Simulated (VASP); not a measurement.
ZrSiO: single point with PBEsol

The system is ZrSiO.

```
Zr Si O
1.0
     3.44781    0.00000    0.00000
     0.00000    3.44781    0.00000
     0.00000    0.00000    7.63488
Zr Si O
2 2 2
Direct
  0.00000 0.50000 0.69159
  0.50000 0.00000 0.30841
  0.50000 0.50000 0.00000
  0.00000 0.00000 0.00000
  0.00000 0.50000 0.38871
  0.50000 0.00000 0.61129
```

```
Program             : VASP 6.6.1
Task                : single point
Functional          : PBEsol
Potentials or basis : VASP PAW PBE potentials, release 64 (Zr_sv, Si, O)
Cutoff              : 520 eV
k mesh              : 7 × 7 × 3
Occupations         : fermi-dirac, width 0.1 eV
Spin                : no spin polarisation
```

The pressure is -20.9 GPa. The largest force is 0.497 eV/Å and the band gap on the k mesh is zero (bands 22 and 23 overlap by 0.23 eV).

Forces in eV/Å, atoms in the order of the input:
```
Zr   0.000  0.000 -0.327
Zr   0.000  0.000  0.327
Si   0.000  0.000  0.000
Si   0.000  0.000  0.000
O    0.000  0.000  0.497
O    0.000  0.000 -0.497
```

Stress tensor (GPa, compression positive):
```
-20.07   0.00   0.00
  0.00 -20.07   0.00
  0.00   0.00 -22.58
```

Levels at points of the mesh, in eV from the Fermi level:
| k point | band 19 | band 20 | band 21 | band 22 | band 23 | band 24 | band 25 | band 26 |
| --- | --- | --- | --- | --- | --- | --- | --- | --- |
| (0.00, 0.00, 0.00) | -2.73 | -2.47 | -2.47 | -1.94 | -0.02 | 0.28 | 0.98 | 1.03 |

Run time: 58 s on 1 thread of Intel(R) Xeon(R) 6975P-C (Granite Rapids) (shared host), peak memory 0.22 GiB.

Caveat: the cell stands under tension; the PAW data sets were made with another functional, which shifts forces and pressure a little.
